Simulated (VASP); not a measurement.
# Si2Ni (Fm-3m) in VASP: notebook

The runs below take Si2Ni through single point, with PBE.

Program: VASP 6.6.1. These are calculated values, not measurements. Logs are shortened: lines on timing, memory, paths and dates and some standing lists are left out, and cuts for length are marked.

### 1 The cell of the first run

It takes space group Fm-3m (No. 225, cubic). Conventional cell: a = 4.918 Å, b = 4.918 Å, c = 4.918 Å, α = 90.00°, β = 90.00°, γ = 90.00°. Si (site symmetry -43m) has 4 Ni at 2.13 Å and 6 Si at 2.46 Å within 2.8 Å. Ni (site symmetry m-3m) has 8 Si at 2.13 Å within 2.8 Å.

### 2 Single point, PBE

Input file INCAR:

```
ALGO     = Normal         # electronic algorithm
EDIFF    = 1E-7           # SCF threshold, eV
ENCUT    = 520            # plane-wave cutoff, eV
GGA      = PE             # functional
ISIF     = 2              # what is computed and relaxed
ISMEAR   = 0              # smearing method
LASPH    = True           # aspherical terms in the spheres
LCHARG   = True           # write CHGCAR
LELF     = True           # ELF
LREAL    = False          # projectors in reciprocal space
LVHAR    = True         
LWAVE    = False          # write WAVECAR
NBANDS   = 16             # bands
NELM     = 80             # most SCF steps
PREC     = Accurate       # precision mode
SIGMA    = 0.1            # smearing width, eV
```

Input file KPOINTS:

```
k-points
0
Gamma
  14 14 14
```

Input file POSCAR:

```
Si2Ni
1.0
    0.0000000000      2.4590142975      2.4590142975
    2.4590142975      0.0000000000      2.4590142975
    2.4590142975      2.4590142975      0.0000000000
Si Ni
2 1
Direct
    0.2500000000      0.2500000000      0.2500000000
    0.7500000000      0.7500000000      0.7500000000
    0.0000000000      0.0000000000      0.0000000000
```

Potentials or basis: VASP PAW PBE potentials, release 64 (Si, Ni).

Command:

```sh
$ cat potpaw_PBE.64/Si/POTCAR potpaw_PBE.64/Ni/POTCAR > POTCAR
$ mpirun -np 1 vasp_std > vasp.out
```

OUTCAR:

```text
EDIFF = 1E-7
   ENCUT = 520
   GGA = PE
   ISIF = 2
   ISMEAR = 0
   LASPH = True
   LREAL = False
   NELM = 80
   PREC = Accurate

 ion  position               nearest neighbor table
   1  0.250  0.250  0.250-   3 2.13   3 2.13   3 2.13   3 2.13   2 2.46   2 2.46   2 2.46   2 2.46
                             2 2.46   2 2.46
   2  0.750  0.750  0.750-   3 2.13   3 2.13   3 2.13   3 2.13   1 2.46   1 2.46   1 2.46   1 2.46
                             1 2.46   1 2.46
   3  0.000  0.000  0.000-   2 2.13   1 2.13   2 2.13   1 2.13   2 2.13   2 2.13   1 2.13   1 2.13

  LATTYP: Found a face centered cubic cell.
 ALAT       =     4.9180285950

  Lattice vectors:

 A1 = (   0.0000000000,   2.4590142975,   2.4590142975)
 A2 = (   2.4590142975,   0.0000000000,   2.4590142975)
 A3 = (   2.4590142975,   2.4590142975,   0.0000000000)

Analysis of symmetry for initial positions (statically):
=====================================================================
 Subroutine PRICEL returns:
 Original cell was already a primitive cell.

 Routine SETGRP: Setting up the symmetry group for a
 face centered cubic supercell.

 Subroutine GETGRP returns: Found 48 space group operations
 (whereof 48 operations were pure point group operations)
 out of a pool of 48 trial point group operations.

The static configuration has the point symmetry O_h .

Analysis of symmetry for dynamics (positions and initial velocities):
=====================================================================
 Subroutine PRICEL returns:
 Original cell was already a primitive cell.

 Routine SETGRP: Setting up the symmetry group for a
 face centered cubic supercell.

 Subroutine GETGRP returns: Found 48 space group operations
 (whereof 48 operations were pure point group operations)
 out of a pool of 48 trial point group operations.

The dynamic configuration has the point symmetry O_h .

 Subroutine INISYM returns: Found 48 space group operations
 (whereof 48 operations are pure point group operations),
 and found     1 'primitive' translations

----------------------------------------------------------------------------------------

                                     Primitive cell

  volume of cell :      29.7381

  direct lattice vectors                    reciprocal lattice vectors
     0.000000000  2.459014298  2.459014298    -0.203333507  0.203333507  0.203333507
     2.459014298  0.000000000  2.459014298     0.203333507 -0.203333507  0.203333507
     2.459014298  2.459014298  0.000000000     0.203333507  0.203333507 -0.203333507

  length of vectors
     3.477571370  3.477571370  3.477571370     0.352183964  0.352183964  0.352183964

  position of ions in fractional coordinates (direct lattice)
     0.250000000  0.250000000  0.250000000
     0.750000000  0.750000000  0.750000000
     0.000000000  0.000000000  0.000000000

  ion indices of the primitive-cell ions
   primitive index   ion index
                 1           1
                 2           2
                 3           3

----------------------------------------------------------------------------------------

 KPOINTS: k-points

Automatic generation of k-mesh.
 Grid dimensions read from file:
 generate k-points for:   14   14   14

 Generating k-lattice:

  Cartesian coordinates                     Fractional coordinates (reciprocal lattice)
    -0.014523822  0.014523822  0.014523822     0.071428571  0.000000000  0.000000000
     0.014523822 -0.014523822  0.014523822     0.000000000  0.071428571  0.000000000
     0.014523822  0.014523822 -0.014523822     0.000000000  0.000000000  0.071428571

  Length of vectors
     0.025155997  0.025155997  0.025155997

  Shift w.r.t. Gamma in fractional coordinates (k-lattice)
     0.000000000  0.000000000  0.000000000

 Subroutine IBZKPT returns following result:
 ===========================================

 Found    104 irreducible k-points:

 Following reciprocal coordinates:
            Coordinates               Weight
  0.000000  0.000000  0.000000      1.000000
  0.071429  0.000000  0.000000      8.000000
  0.142857  0.000000  0.000000      8.000000
  0.214286  0.000000  0.000000      8.000000
  0.285714  0.000000  0.000000      8.000000
  0.357143  0.000000  0.000000      8.000000
[... 16 lines left out ...]
  0.214286  0.142857  0.000000     24.000000
  0.285714  0.142857  0.000000     24.000000
 [... further k-points ...]
   k-points           NKPTS =    104   k-points in BZ     NKDIM =    104   number of bands    NBANDS=     16
   number of dos      NEDOS =    301   number of ions     NIONS =      3
   total plane-waves  NPLWV =  21952
   dimension x,y,z NGX =    28 NGY =   28 NGZ =   28
   dimension x,y,z NGXF=    56 NGYF=   56 NGZF=   56
   ions per type =               2   1
   NGX,Y,Z   is equivalent  to a cutoff of  13.39, 13.39, 13.39 a.u.
   NGXF,Y,Z  is equivalent  to a cutoff of  26.77, 26.77, 26.77 a.u.
 SYSTEM =  unknown system
   PREC   = accura    normal or accurate (medium, high low for compatibility)
   ISTART =      0    job   : 0-new  1-cont  2-samecut
   ICHARG =      2    charge: 1-file 2-atom 10-const
   ISPIN  =      1    spin polarized calculation?
   LNONCOLLINEAR =      F non collinear calculations
   LSORBIT =      F    spin-orbit coupling
   LASPH  =      T    aspherical Exc in radial PAW
   ENCUT  =  520.0 eV  38.22 Ry    6.18 a.u.   6.47  6.47  6.47*2*pi/ulx,y,z
   NELM   =     80;   NELMIN=  2; NELMDL= -5     # of ELM steps
   EDIFF  = 0.1E-06   stopping-criterion for ELM
   LREAL  =      F    real-space projection
   EDIFFG = 0.1E-05   stopping-criterion for IOM
   NSW    =      0    number of steps for IOM
   IBRION =     -1    ionic relax: 0-MD 1-quasi-New 2-CG
   NFREE  =      0    steps in history (QN), initial steepest desc. (CG)
   ISIF   =      2    stress and relaxation
   ISYM   =      2    0-nonsym 1-usesym 2-fastsym
   POTIM  = 0.5000    time-step for ionic-motion
   TEBEG  =    0.0;   TEEND  =   0.0 temperature during run
   PSTRESS=    0.0 pullay stress
   NELECT =      18.0000    total number of electrons
   NUPDOWN=      -1.0000    fix difference up-down
   EMIN   =  10.00;   EMAX   =-10.00  energy-range for DOS
   EFERMI =   0.00;   METHOD = LEGACY
   ISMEAR =     0;   SIGMA  =   0.10  broadening in eV -4-tet -1-fermi 0-gaus
   EFERMI_NEDOS =   21; number of points for ismear=-14 and -15
   IALGO  =     38    algorithm
   IMIX   =      4    mixing-type and parameters
     AMIX     =   0.40;   BMIX     =  1.00
     AMIX_MAG =   1.60;   BMIX_MAG =  1.00
  volume/ion in A,a.u.               =       9.91        66.89
  Fermi-wavevector in a.u.,A,eV,Ry     =   1.384824  2.616938 26.092407  1.917738
  Thomas-Fermi vector in A             =   2.509292
   LORBIT       =      0    0 simple, 1 ext, 2 COOP (PROOUT), +10 PAW based schemes
   GGA     = PE    functional components
   LHFCALC =     F    Hartree Fock is set to
   AEXX    =    0.0000 exact exchange contribution
   IVDW    =     0    specifies the selected vdW correction
   LEPSILON=     F    determine dielectric tensor
   LRPA    =     F    only Hartree local field effects (RPA)
 non-spin polarized calculation
 Gauss-broadening in eV      SIGMA  =   0.10
  energy-cutoff  :      520.00
  volume of cell :       29.74
 maximum number of plane-waves:       821
 NGX is ok and might be reduce to    28
   NGX = 13   NGY = 13   NGZ = 13

 number of electron      18.0000008 magnetization

 Free energy of the ion-electron system (eV)
  ---------------------------------------------------
  ext. energy  EPLUGINS =         0.00000000
  ---------------------------------------------------
  free energy    TOTEN  =       -15.14350642 eV

  energy without entropy =      -15.13921925  energy(sigma->0) =      -15.14136284

 E-fermi :  15.5583     XC(G=0): -12.9485

 val. band max:       15.5413176755   @ k =  -0.4286   0.5000   0.0714
 cond. band min:      15.5620023957   @ k =   0.3571   0.2857   0.0000
 fundamental gap:      0.0206847201
 Fermi energy:        15.5583439722

 k-point     1 :       0.0000    0.0000    0.0000
  band No.  band energies     occupation
      1      -1.6212      2.00000
      2       7.8489      2.00000
      3       7.8489      2.00000
      4       7.8489      2.00000
      5       9.7989      2.00000
      6       9.7989      2.00000
[... 8 lines left out ...]
     15      20.7578      0.00000
     16      20.7578      0.00000

 k-point     2 :       0.0714    0.0000    0.0000
  band No.  band energies     occupation
      1      -1.5276      2.00000
      2       7.7378      2.00000
      3       7.8794      2.00000
      4       7.8794      2.00000
      5       9.7793      2.00000
      6       9.7793      2.00000
[... 8 lines left out ...]
     15      20.0708      0.00000
     16      20.6035      0.00000

 k-point     3 :       0.1429    0.0000    0.0000
  band No.  band energies     occupation
      1      -1.2483      2.00000
      2       7.4016      2.00000
      3       7.9630      2.00000
      4       7.9630      2.00000
      5       9.7352      2.00000
      6       9.7352      2.00000
[... 8 lines left out ...]
     15      20.1254      0.00000
     16      20.7502      0.00000

 k-point     4 :       0.2143    0.0000    0.0000
  band No.  band energies     occupation
      1      -0.7876      2.00000
      2       6.8279      2.00000
      3       8.0750      2.00000
      4       8.0750      2.00000
      5       9.7073      2.00000
      6       9.7073      2.00000
[... 8 lines left out ...]
     15      20.1983      0.00000
     16      22.1538      0.00000

 k-point     5 :       0.2857    0.0000    0.0000
  band No.  band energies     occupation
      1      -0.1536      2.00000
      2       6.0073      2.00000
      3       8.1764      2.00000
      4       8.1764      2.00000
      5       9.7469      2.00000
      6       9.7469      2.00000
[... 8 lines left out ...]
     15      21.4496      0.00000
     16      23.5302      0.00000

 k-point     6 :       0.3571    0.0000    0.0000
  band No.  band energies     occupation
      1       0.6395      2.00000
      2       4.9836      2.00000
      3       8.2361      2.00000
      4       8.2361      2.00000
      5       9.8774      2.00000
      6       9.8774      2.00000
[... 8 lines left out ...]
     15      22.8398      0.00000
     16      24.9329      0.00000
[... 267 lines left out ...]
 k-point    21 :      -0.0714    0.0714    0.0000
  band No.  band energies     occupation
      1      -1.3721      2.00000
      2       7.5837      2.00000
      3       7.8772      2.00000
      4       7.9519      2.00000
      5       9.6914      2.00000
      6       9.8074      2.00000
[... 8 lines left out ...]
     15      20.1006      0.00000
     16      21.0348      0.00000

 k-point    22 :       0.1429    0.1429    0.0000
  band No.  band energies     occupation
      1      -1.1239      2.00000
      2       7.4741      2.00000
      3       7.9350      2.00000
      4       7.9350      2.00000
      5       9.4415      2.00000
      6       9.9183      2.00000
[... 8 lines left out ...]
     15      21.3139      0.00000
     16      21.3139      0.00000

 k-point    23 :       0.2143    0.1429    0.0000
  band No.  band energies     occupation
      1      -0.7853      2.00000
      2       7.1745      2.00000
      3       8.0034      2.00000
      4       8.0226      2.00000
      5       9.2639      2.00000
      6       9.9668      2.00000
[... 8 lines left out ...]
     15      21.6589      0.00000
     16      22.1628      0.00000

 k-point    24 :       0.2857    0.1429    0.0000
  band No.  band energies     occupation
      1      -0.2689      2.00000
      2       6.6274      2.00000
      3       8.0995      2.00000
      4       8.1104      2.00000
      5       9.1602      2.00000
      6      10.0208      2.00000
[... 8 lines left out ...]
     15      22.8326      0.00000
     16      23.7695      0.00000

 [... further k-points ...]

------------------------ aborting loop because EDIFF is reached ----------------------------------------

  FORCE on cell =-STRESS in cart. coord.  units (eV):
  Direction    XX          YY          ZZ          XY          YZ          ZX
  --------------------------------------------------------------------------------------
  -------------------------------------------------------------------------------------
  Total       16.5958856     16.5958856     16.5958856      0.0000000      0.0000000      0.0000000
  in kB      894.1242192    894.1242192    894.1242192      0.0000000      0.0000000      0.0000000
  external PRESSURE =     894.1242192 kB  Pullay stress =       0.0000000 kB

 VOLUME and BASIS-vectors are now :
 -----------------------------------------------------------------------------
  energy-cutoff  :      520.00
  volume of cell :       29.74
      direct lattice vectors                 reciprocal lattice vectors
     0.000000000  2.459014298  2.459014298    -0.203333507  0.203333507  0.203333507
     2.459014298  0.000000000  2.459014298     0.203333507 -0.203333507  0.203333507
     2.459014298  2.459014298  0.000000000     0.203333507  0.203333507 -0.203333507

 POSITION                                       TOTAL-FORCE (eV/Angst)
 -----------------------------------------------------------------------------------
      1.22951      1.22951      1.22951        -0.000000     -0.000000     -0.000000
      3.68852      3.68852      3.68852         0.000000      0.000000      0.000000
      0.00000      0.00000      0.00000         0.000000      0.000000      0.000000
 -----------------------------------------------------------------------------------
    total drift:                               -0.000000     -0.000000      0.000000

  FREE ENERGIE OF THE ION-ELECTRON SYSTEM (eV)
  ---------------------------------------------------
  free  energy   TOTEN  =       -15.1435064222 eV

  energy  without entropy=      -15.1392192510  energy(sigma->0) =      -15.14136284
```

Wall time 45 s (1 thread of Intel Xeon Platinum 8488C (Sapphire Rapids), shared host); peak memory 0.18 GiB.

Results:

```
Free energy            : -15.1435 eV
Pressure               : 89.4 GPa
Band gap on the k mesh : zero (bands 9 and 10 overlap by 1.57 eV)
```

Caveat: the cell stands under pressure. Spin polarisation is off, so any magnetic state and its effect on volume and gap are missing.

### 3 Single point, PBE

This run uses another cell than the first one, of 10.90 Å³/atom.

Input file INCAR:

```
SYSTEM = Si2Ni
PREC     = Accurate       ! precision mode
ENCUT    = 520            ! plane-wave cutoff, eV
EDIFF    = 1E-6           ! SCF threshold, eV
ISMEAR   = 0              ! smearing method
SIGMA    = 0.1            ! smearing width, eV
LREAL    = .False.        ! projectors in reciprocal space
LASPH    = .True.         ! aspherical terms in the spheres
NELM     = 60             ! most SCF steps
ALGO     = Normal         ! electronic algorithm
ISIF     = 2              ! what is computed and relaxed
LWAVE    = .False.        ! write WAVECAR
LCHARG   = .False.        ! write CHGCAR
GGA      = PE             ! functional
NBANDS   = 16             ! bands
```

Input file KPOINTS:

```
regular mesh
0
Gamma
  14 14 14
  0 0 0
```

Input file POSCAR:

```
Si2Ni
1.0
    0.0000000000      2.5377893592      2.5377893592
    2.5377893592      0.0000000000      2.5377893592
    2.5377893592      2.5377893592      0.0000000000
Si Ni
2 1
Direct
    0.2500000000      0.2500000000      0.2500000000
    0.7500000000      0.7500000000      0.7500000000
    0.0000000000      0.0000000000      0.0000000000
```

Potentials or basis: VASP PAW PBE potentials, release 64 (Si, Ni).

Command:

```sh
$ cat potpaw_PBE.64/Si/POTCAR potpaw_PBE.64/Ni/POTCAR > POTCAR
$ mpirun -np 1 vasp_std > vasp.out
```

OUTCAR:

```text
SYSTEM = Si2Ni
   PREC = Accurate
   ENCUT = 520
   EDIFF = 1E-6
   ISMEAR = 0
   LREAL = .False.
   LASPH = .True.
   NELM = 60
   ISIF = 2
   GGA = PE

 ion  position               nearest neighbor table
   1  0.250  0.250  0.250-   3 2.20   3 2.20   3 2.20   3 2.20   2 2.54   2 2.54   2 2.54   2 2.54
                             2 2.54   2 2.54
   2  0.750  0.750  0.750-   3 2.20   3 2.20   3 2.20   3 2.20   1 2.54   1 2.54   1 2.54   1 2.54
                             1 2.54   1 2.54
   3  0.000  0.000  0.000-   1 2.20   2 2.20   2 2.20   2 2.20   2 2.20   1 2.20   1 2.20   1 2.20

  LATTYP: Found a face centered cubic cell.
[... 653 lines left out ...]
  --------------------------------------------------------------------------------------
  -------------------------------------------------------------------------------------
  Total       10.1103584     10.1103584     10.1103584      0.0000000      0.0000000     -0.0000000
  in kB      495.5419433    495.5419433    495.5419433      0.0000000      0.0000000     -0.0000000
  external PRESSURE =     495.5419433 kB  Pullay stress =       0.0000000 kB

 VOLUME and BASIS-vectors are now :
 -----------------------------------------------------------------------------
  energy-cutoff  :      520.00
  volume of cell :       32.69
      direct lattice vectors                 reciprocal lattice vectors
     0.000000000  2.537789359  2.537789359    -0.197021868  0.197021868  0.197021868
     2.537789359  0.000000000  2.537789359     0.197021868 -0.197021868  0.197021868
     2.537789359  2.537789359  0.000000000     0.197021868  0.197021868 -0.197021868

 POSITION                                       TOTAL-FORCE (eV/Angst)
 -----------------------------------------------------------------------------------
      1.26889      1.26889      1.26889         0.000000      0.000000      0.000000
      3.80668      3.80668      3.80668        -0.000000     -0.000000      0.000000
      0.00000      0.00000      0.00000        -0.000000     -0.000000     -0.000000
 -----------------------------------------------------------------------------------
    total drift:                               -0.000000     -0.000000      0.000000

  FREE ENERGIE OF THE ION-ELECTRON SYSTEM (eV)
  ---------------------------------------------------
  free  energy   TOTEN  =       -16.3975106662 eV

  energy  without entropy=      -16.3933436642  energy(sigma->0) =      -16.39542717
```

It took 40 s on 1 thread of Intel Xeon Platinum 8488C (Sapphire Rapids), shared host; peak memory 0.19 GiB.

Results:

* Free energy: -16.3975 eV
* Pressure: 49.6 GPa
* Band gap on the k mesh: zero (bands 9 and 10 overlap by 1.99 eV)

Caveat: the cell stands under pressure.

(Continued in part 2 of 2.)
